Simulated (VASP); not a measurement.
Wanted: the native input for a VASP 6.6.1 run.

| Item | Value |
| --- | --- |
| Task | single point |
| Functional | PBE |
| Potentials or basis | VASP PAW PBE potentials, release 64 (Tc_pv) |
| Cutoff | 520 eV |
| k mesh | 9 × 9 × 9 |
| Occupations | fermi-dirac, width 0.05 eV |
| Spin | non-collinear spin, zero start, spin-orbit coupling |
| Starting moments | [[0.0, 0.0, 0.0]] μB |
| Hubbard terms | Tc d U = 8.0 eV |
| Dipole correction | no |
| Further INCAR settings | ALGO = Fast; EDIFF = 1e-06; NBANDS = 24 |

The structure of Tc lies in POSCAR:

```
Tc
1.0
    0.0000000000      1.9629142836      1.9629142836
    1.9629142836      0.0000000000      1.9629142836
    1.9629142836      1.9629142836      0.0000000000
Tc
1
Direct
    0.0000000000      0.0000000000      0.0000000000
```

This isn't the form of Tc at room conditions, which is hcp.

The input as run:

INCAR

```
PREC = Accurate
ENCUT = 520
EDIFF = 1E-6
ISMEAR = -1
SIGMA = 0.05
LREAL = F
LASPH = T
NELM = 150
ALGO = Fast
ISIF = 2
LWAVE = F
LCHARG = F
LNONCOLLINEAR = T
MAGMOM = 0 0 0
LORBIT = 11
LSORBIT = T
GGA_COMPAT = F
LORBMOM = T
LMAXMIX = 4
LDAU = T
LDAUTYPE = 2
LDAUL = 2
LDAUU = 8
LDAUJ = 0
LDAUPRINT = 1
GGA = PE
NBANDS = 24
```

KPOINTS

```
regular mesh
0
Gamma
  9 9 9
```

Potentials or basis: VASP PAW PBE potentials, release 64 (Tc_pv).

The run is started by

```bash
$ cat potpaw_PBE.64/Tc_pv/POTCAR > POTCAR
$ mpirun -np 1 vasp_ncl > vasp.out
```

It gave:

The pressure is 8.5 GPa and the net moment is 0.00 μB per cell. The valence electrons inside the program's atomic spheres are Tc 12.01.

Caveat: the cell stands under pressure; the U is typed as a test and isn't derived for this compound.

Wall time 63 s on 1 thread of AMD EPYC 7R13 Processor (Zen 3) (shared host), peak memory 0.18 GiB.
